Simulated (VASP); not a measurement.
A run of VASP 6.6.1 is set up as follows.

File INCAR:

```
ALGO = Normal
EDIFF = 1E-6
ENCUT = 520
GGA = PS
ISIF = 2
ISMEAR = 0
LASPH = True
LCHARG = False
LREAL = False
LWAVE = False
NBANDS = 60
NELM = 100
PREC = Accurate
SIGMA = 0.01
```

The input KPOINTS:

```
k-points
0
Gamma
  6 10 6
```

Contents of POSCAR:

```
Ca2C
1.0
    5.9618485163      0.0000000000      0.0000000000
    0.0000000000      3.9420099933      0.0000000000
    0.0000000000      0.0000000000      7.2057929070
Ca C
8 4
Direct
    0.3452434092      0.7500000000      0.0883713375
    0.6547565908      0.2500000000      0.9116286625
    0.8452434092      0.7500000000      0.4116286625
    0.1547565908      0.2500000000      0.5883713375
    0.0113557918      0.2500000000      0.1767862593
    0.9886442082      0.7500000000      0.8232137407
    0.5113557918      0.2500000000      0.3232137407
    0.4886442082      0.7500000000      0.6767862593
    0.7509495065      0.2500000000      0.5930314582
    0.2490504935      0.7500000000      0.4069685418
    0.2509495065      0.2500000000      0.9069685418
    0.7490504935      0.7500000000      0.0930314582
```

Potentials or basis: VASP PAW PBE potentials, release 64 (Ca_sv, C).

Launch:

```sh
$ cat potpaw_PBE.64/Ca_sv/POTCAR potpaw_PBE.64/C/POTCAR > POTCAR
$ mpirun -np 1 vasp_std > vasp.out
```

(1) What does it give for the pressure?

(2) Predict the largest force.

(3) Estimate the band gap on the k mesh.

## Answers

(1) 24.6 GPa.

(2) 0.008 eV/Å.

(3) 0.58 eV.

Caveat: the cell stands under pressure; the PAW data sets were made with another functional, which shifts forces and pressure a little.
